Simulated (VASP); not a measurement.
A run of VASP 6.6.1 is set up as follows.

File INCAR:

```
SYSTEM = VO2
PREC     = Accurate       ! precision mode
ENCUT    = 600            ! plane-wave cutoff, eV
EDIFF    = 1E-6           ! SCF threshold, eV
ISMEAR   = -1             ! smearing method
SIGMA    = 0.05           ! smearing width, eV
LREAL    = .False.        ! projectors in reciprocal space
LASPH    = .True.         ! aspherical terms in the spheres
NELM     = 200            ! most SCF steps
ALGO     = Normal         ! electronic algorithm
ISIF     = 2              ! what is computed and relaxed
LWAVE    = .False.        ! write WAVECAR
LCHARG   = .True.         ! write CHGCAR
ISPIN    = 2              ! spin polarisation
MAGMOM   = 2 2 0 0 0 0    ! initial moments
LORBIT   = 11             ! projections on sites
LMAXMIX  = 4              ! l up to which the mixer works
GGA      = PS             ! functional
IVDW     = 12             ! dispersion correction
LELF     = .True.         ! ELF
LVHAR    = .True.       
NBANDS   = 38             ! bands
GGA_COMPAT= .False.
```

Contents of KPOINTS:

```
Automatic mesh
0
Gamma
  6 6 9
  0 0 0
```

POSCAR

```
VO2
1.0
    4.5370519355      0.0000000000      0.0000000000
    0.0000000000      4.5370519355      0.0000000000
    0.0000000000      0.0000000000      3.0646125081
V O
2 4
Direct
    0.5000000000      0.5000000000      0.5000000000
    0.0000000000      0.0000000000      0.0000000000
    0.2003580000      0.7996420000      0.5000000000
    0.7996420000      0.2003580000      0.5000000000
    0.7003580000      0.7003580000      0.0000000000
    0.2996420000      0.2996420000      0.0000000000
```

Potentials or basis: VASP PAW PBE potentials, release 64 (V_sv, O).

The run is started by

```bash
$ cat potpaw_PBE.64/V_sv/POTCAR potpaw_PBE.64/O/POTCAR > POTCAR
$ mpirun -np 1 vasp_std > vasp.out
```

Problem. Estimate the net moment.

Solution. 2.00 μB per cell.

Problem. Predict the site moments.

Solution. V +1.08; O -0.07 μB.

Problem. Estimate the pressure.

Solution. -22.6 GPa.

Problem. What does it give for the largest force?

Solution. 0.290 eV/Å.

Forces on the atoms (eV/Å):
```
V    0.000  0.000  0.000
V    0.000  0.000  0.000
O   -0.205  0.205  0.000
O    0.205 -0.205  0.000
O   -0.205 -0.205  0.000
O    0.205  0.205  0.000
```

Caveat: the stress differs along the axes, from -35 to -16 GPa; the PAW data sets were made with another functional, which shifts forces and pressure a little.
